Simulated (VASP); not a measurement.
# GaN (F-43m) in VASP: a series of runs

GaN is run at these levels: PBEsol, RPBE, PBE, LDA, r2SCAN; tasks: single point.

Everything below comes from runs of VASP 6.6.1. Logs are shortened: lines on timing, memory, paths and dates and some standing lists are left out, and cuts for length are marked.

## (1) The cell of the first run

Symmetry: F-43m, No. 216, cubic system. Conventional cell: a = 4.507 Å, b = 4.507 Å, c = 4.507 Å, α = 90.00°, β = 90.00°, γ = 90.00°. Ga (site symmetry -43m) has 4 N at 1.95 Å within 2.6 Å. Within 2.6 Å of N (site symmetry -43m) lie 4 Ga at 1.95 Å.

## (2) Single point, PBEsol

INCAR reads:

```
ALGO = Normal
EDIFF = 1E-6
ENCUT = 600
GGA = PS
GGA_COMPAT = False
ISIF = 2
ISMEAR = 0
LASPH = True
LCHARG = False
LREAL = False
LWAVE = False
NBANDS = 16
NELM = 120
PREC = Accurate
SIGMA = 0.01
```

KPOINTS reads:

```
k-points
0
Gamma
  8 8 8
```

POSCAR reads:

```
GaN
1.0
    0.0000000000      2.2535000000      2.2535000000
    2.2535000000      0.0000000000      2.2535000000
    2.2535000000      2.2535000000      0.0000000000
Ga N
1 1
Direct
    0.0000000000      0.0000000000      0.0000000000
    0.2500000000      0.2500000000      0.2500000000
```

Potentials or basis: VASP PAW PBE potentials, release 64 (Ga_d, N).

Command:

```sh
$ cat potpaw_PBE.64/Ga_d/POTCAR potpaw_PBE.64/N/POTCAR > POTCAR
$ mpirun -np 1 vasp_std > vasp.out
```

OUTCAR:

```text
EDIFF = 1E-6
   ENCUT = 600
   GGA = PS
   ISIF = 2
   ISMEAR = 0
   LASPH = True
   LREAL = False
   NELM = 120
   PREC = Accurate

 ion  position               nearest neighbor table
   1  0.000  0.000  0.000-   2 1.95   2 1.95   2 1.95   2 1.95
   2  0.250  0.250  0.250-   1 1.95   1 1.95   1 1.95   1 1.95

  LATTYP: Found a face centered cubic cell.
 ALAT       =     4.5070000000

  Lattice vectors:

 A1 = (   0.0000000000,   2.2535000000,   2.2535000000)
 A2 = (   2.2535000000,   0.0000000000,   2.2535000000)
 A3 = (   2.2535000000,   2.2535000000,   0.0000000000)

Analysis of symmetry for initial positions (statically):
=====================================================================
 Subroutine PRICEL returns:
 Original cell was already a primitive cell.

 Routine SETGRP: Setting up the symmetry group for a
 face centered cubic supercell.

 Subroutine GETGRP returns: Found 24 space group operations
 (whereof 24 operations were pure point group operations)
 out of a pool of 48 trial point group operations.

The static configuration has the point symmetry T_d .

Analysis of symmetry for dynamics (positions and initial velocities):
=====================================================================
 Subroutine PRICEL returns:
 Original cell was already a primitive cell.

 Routine SETGRP: Setting up the symmetry group for a
 face centered cubic supercell.

 Subroutine GETGRP returns: Found 24 space group operations
 (whereof 24 operations were pure point group operations)
 out of a pool of 48 trial point group operations.

The dynamic configuration has the point symmetry T_d .

 Subroutine INISYM returns: Found 24 space group operations
 (whereof 24 operations are pure point group operations),
 and found     1 'primitive' translations

----------------------------------------------------------------------------------------

                                     Primitive cell

  volume of cell :      22.8877

  direct lattice vectors                    reciprocal lattice vectors
     0.000000000  2.253500000  2.253500000    -0.221877080  0.221877080  0.221877080
     2.253500000  0.000000000  2.253500000     0.221877080 -0.221877080  0.221877080
     2.253500000  2.253500000  0.000000000     0.221877080  0.221877080 -0.221877080

  length of vectors
     3.186930263  3.186930263  3.186930263     0.384302376  0.384302376  0.384302376

  position of ions in fractional coordinates (direct lattice)
     0.000000000  0.000000000  0.000000000
     0.250000000  0.250000000  0.250000000

  ion indices of the primitive-cell ions
   primitive index   ion index
                 1           1
                 2           2

----------------------------------------------------------------------------------------

 KPOINTS: k-points

Automatic generation of k-mesh.
 Grid dimensions read from file:
 generate k-points for:    8    8    8

 Generating k-lattice:

  Cartesian coordinates                     Fractional coordinates (reciprocal lattice)
    -0.027734635  0.027734635  0.027734635     0.125000000  0.000000000  0.000000000
     0.027734635 -0.027734635  0.027734635     0.000000000  0.125000000  0.000000000
     0.027734635  0.027734635 -0.027734635     0.000000000  0.000000000  0.125000000

  Length of vectors
     0.048037797  0.048037797  0.048037797

  Shift w.r.t. Gamma in fractional coordinates (k-lattice)
     0.000000000  0.000000000  0.000000000

 Subroutine IBZKPT returns following result:
 ===========================================

 Found     29 irreducible k-points:

 Following reciprocal coordinates:
            Coordinates               Weight
  0.000000  0.000000  0.000000      1.000000
  0.125000  0.000000  0.000000      8.000000
  0.250000  0.000000  0.000000      8.000000
  0.375000  0.000000  0.000000      8.000000
  0.500000  0.000000  0.000000      4.000000
  0.125000  0.125000  0.000000      6.000000
[... 16 lines left out ...]
  0.500000  0.250000  0.125000     48.000000
 -0.375000  0.250000  0.125000     24.000000
 [... further k-points ...]
   k-points           NKPTS =     29   k-points in BZ     NKDIM =     29   number of bands    NBANDS=     16
   number of dos      NEDOS =    301   number of ions     NIONS =      2
   total plane-waves  NPLWV =  21952
   dimension x,y,z NGX =    28 NGY =   28 NGZ =   28
   dimension x,y,z NGXF=    56 NGYF=   56 NGZF=   56
   ions per type =               1   1
   NGX,Y,Z   is equivalent  to a cutoff of  14.61, 14.61, 14.61 a.u.
   NGXF,Y,Z  is equivalent  to a cutoff of  29.21, 29.21, 29.21 a.u.
 SYSTEM =  unknown system
   PREC   = accura    normal or accurate (medium, high low for compatibility)
   ISTART =      0    job   : 0-new  1-cont  2-samecut
   ICHARG =      2    charge: 1-file 2-atom 10-const
   ISPIN  =      1    spin polarized calculation?
   LNONCOLLINEAR =      F non collinear calculations
   LSORBIT =      F    spin-orbit coupling
   LASPH  =      T    aspherical Exc in radial PAW
   ENCUT  =  600.0 eV  44.10 Ry    6.64 a.u.   6.37  6.37  6.37*2*pi/ulx,y,z
   NELM   =    120;   NELMIN=  2; NELMDL= -5     # of ELM steps
   EDIFF  = 0.1E-05   stopping-criterion for ELM
   LREAL  =      F    real-space projection
   EDIFFG = 0.1E-04   stopping-criterion for IOM
   NSW    =      0    number of steps for IOM
   IBRION =     -1    ionic relax: 0-MD 1-quasi-New 2-CG
   NFREE  =      0    steps in history (QN), initial steepest desc. (CG)
   ISIF   =      2    stress and relaxation
   ISYM   =      2    0-nonsym 1-usesym 2-fastsym
   POTIM  = 0.5000    time-step for ionic-motion
   TEBEG  =    0.0;   TEEND  =   0.0 temperature during run
   PSTRESS=    0.0 pullay stress
   NELECT =      18.0000    total number of electrons
   NUPDOWN=      -1.0000    fix difference up-down
   EMIN   =  10.00;   EMAX   =-10.00  energy-range for DOS
   EFERMI =   0.00;   METHOD = LEGACY
   ISMEAR =     0;   SIGMA  =   0.01  broadening in eV -4-tet -1-fermi 0-gaus
   EFERMI_NEDOS =   21; number of points for ismear=-14 and -15
   IALGO  =     38    algorithm
   IMIX   =      4    mixing-type and parameters
     AMIX     =   0.40;   BMIX     =  1.00
     AMIX_MAG =   1.60;   BMIX_MAG =  1.00
  volume/ion in A,a.u.               =      11.44        77.23
  Fermi-wavevector in a.u.,A,eV,Ry     =   1.511117  2.855597 31.068560  2.283475
  Thomas-Fermi vector in A             =   2.621217
   LORBIT       =      0    0 simple, 1 ext, 2 COOP (PROOUT), +10 PAW based schemes
   GGA     = PS    functional components
   LHFCALC =     F    Hartree Fock is set to
   AEXX    =    0.0000 exact exchange contribution
   IVDW    =     0    specifies the selected vdW correction
   LEPSILON=     F    determine dielectric tensor
   LRPA    =     F    only Hartree local field effects (RPA)
 non-spin polarized calculation
 Gauss-broadening in eV      SIGMA  =   0.01
  energy-cutoff  :      600.00
  volume of cell :       22.89
 maximum number of plane-waves:       778
 NGX is ok and might be reduce to    28
   NGX = 13   NGY = 13   NGZ = 13

 number of electron      18.0000005 magnetization

 Free energy of the ion-electron system (eV)
  ---------------------------------------------------
  ext. energy  EPLUGINS =         0.00000000
  ---------------------------------------------------
  free energy    TOTEN  =       -13.12320388 eV

  energy without entropy =      -13.12320388  energy(sigma->0) =      -13.12320388

 E-fermi :   5.1910     XC(G=0): -11.9020

 val. band max:        5.1497962044   @ k =   0.0000   0.0000   0.0000
 cond. band min:       6.8325688950   @ k =   0.0000   0.0000   0.0000
 fundamental gap:      1.6827726906
 Fermi energy:         5.1909889879

 k-point     1 :       0.0000    0.0000    0.0000
  band No.  band energies     occupation
      1     -10.7828      2.00000
      2      -8.2540      2.00000
      3      -8.2540      2.00000
      4      -8.2540      2.00000
      5      -7.9289      2.00000
      6      -7.9289      2.00000
[... 8 lines left out ...]
     15      23.8412      0.00000
     16      23.8412      0.00000

 k-point     2 :       0.1250    0.0000    0.0000
  band No.  band energies     occupation
      1     -10.6103      2.00000
      2      -8.2331      2.00000
      3      -8.2331      2.00000
      4      -8.1920      2.00000
      5      -7.9306      2.00000
      6      -7.9306      2.00000
[... 8 lines left out ...]
     15      22.2735      0.00000
     16      22.2735      0.00000

 k-point     3 :       0.2500    0.0000    0.0000
  band No.  band energies     occupation
      1     -10.2225      2.00000
      2      -8.1922      2.00000
      3      -8.1922      2.00000
      4      -7.9242      2.00000
      5      -7.9242      2.00000
      6      -7.8961      2.00000
[... 8 lines left out ...]
     15      21.8893      0.00000
     16      21.8893      0.00000

 k-point     4 :       0.3750    0.0000    0.0000
  band No.  band energies     occupation
      1      -9.9265      2.00000
      2      -8.1692      2.00000
      3      -8.1692      2.00000
      4      -7.8982      2.00000
      5      -7.8982      2.00000
      6      -7.2063      2.00000
[... 8 lines left out ...]
     15      23.3000      0.00000
     16      23.3000      0.00000
[... 324 lines left out ...]
 k-point    22 :       0.3750    0.2500    0.1250
  band No.  band energies     occupation
      1      -9.9811      2.00000
      2      -8.1489      2.00000
      3      -8.1291      2.00000
      4      -8.0132      2.00000
      5      -7.9009      2.00000
      6      -7.5366      2.00000
[... 8 lines left out ...]
     15      24.1364      0.00000
     16      26.3356      0.00000

 k-point    23 :       0.5000    0.2500    0.1250
  band No.  band energies     occupation
      1      -9.7939      2.00000
      2      -8.1433      2.00000
      3      -8.0976      2.00000
      4      -7.9776      2.00000
      5      -7.8941      2.00000
      6      -6.8313      2.00000
[... 8 lines left out ...]
     15      24.2201      0.00000
     16      26.1458      0.00000

 k-point    24 :      -0.3750    0.2500    0.1250
  band No.  band energies     occupation
      1      -9.7387      2.00000
      2      -8.1491      2.00000
      3      -8.0857      2.00000
      4      -7.9501      2.00000
      5      -7.8958      2.00000
      6      -6.3627      2.00000
[... 8 lines left out ...]
     15      23.8049      0.00000
     16      26.0758      0.00000

 [... further k-points ...]

------------------------ aborting loop because EDIFF is reached ----------------------------------------

  FORCE on cell =-STRESS in cart. coord.  units (eV):
  Direction    XX          YY          ZZ          XY          YZ          ZX
  --------------------------------------------------------------------------------------
  -------------------------------------------------------------------------------------
  Total       -0.2126974     -0.2126974     -0.2126974      0.0000000      0.0000000      0.0000000
  in kB      -14.8891533    -14.8891533    -14.8891533      0.0000000      0.0000000      0.0000000
  external PRESSURE =     -14.8891533 kB  Pullay stress =       0.0000000 kB

 VOLUME and BASIS-vectors are now :
 -----------------------------------------------------------------------------
  energy-cutoff  :      600.00
  volume of cell :       22.89
      direct lattice vectors                 reciprocal lattice vectors
     0.000000000  2.253500000  2.253500000    -0.221877080  0.221877080  0.221877080
     2.253500000  0.000000000  2.253500000     0.221877080 -0.221877080  0.221877080
     2.253500000  2.253500000  0.000000000     0.221877080  0.221877080 -0.221877080

 POSITION                                       TOTAL-FORCE (eV/Angst)
 -----------------------------------------------------------------------------------
      0.00000      0.00000      0.00000         0.000000      0.000000      0.000000
      1.12675      1.12675      1.12675        -0.000000     -0.000000     -0.000000
 -----------------------------------------------------------------------------------
    total drift:                                0.000000      0.000000      0.000000

  FREE ENERGIE OF THE ION-ELECTRON SYSTEM (eV)
  ---------------------------------------------------
  free  energy   TOTEN  =       -13.1232038840 eV

  energy  without entropy=      -13.1232038840  energy(sigma->0) =      -13.12320388
```

It took 8 s on 1 thread of Intel Xeon 6975P-C (Granite Rapids), shared host; peak memory 0.16 GiB.

What came out:

```
Free energy            : -13.1232 eV
Pressure               : -1.5 GPa
Band gap on the k mesh : 1.68 eV
```

Levels at points of the mesh, in eV from the valence-band top:
| k point | band 6 | band 7 | band 8 | band 9 | band 10 | band 11 | band 12 | band 13 |
| --- | --- | --- | --- | --- | --- | --- | --- | --- |
| (0.00, 0.00, 0.00) | -13.08 | 0.00 | 0.00 | 0.00 | 1.68 | 10.20 | 10.20 | 10.20 |
| (0.50, 0.00, 0.00) | -11.83 | -7.11 | -0.98 | -0.98 | 4.56 | 8.63 | 10.26 | 10.26 |
| (0.50, 0.50, 0.00) | -11.40 | -6.18 | -2.73 | -2.73 | 3.22 | 6.56 | 11.57 | 13.88 |

Caveat: the PAW data sets were made with another functional, which shifts forces and pressure a little.

(Part 1 of 2 ends here.)
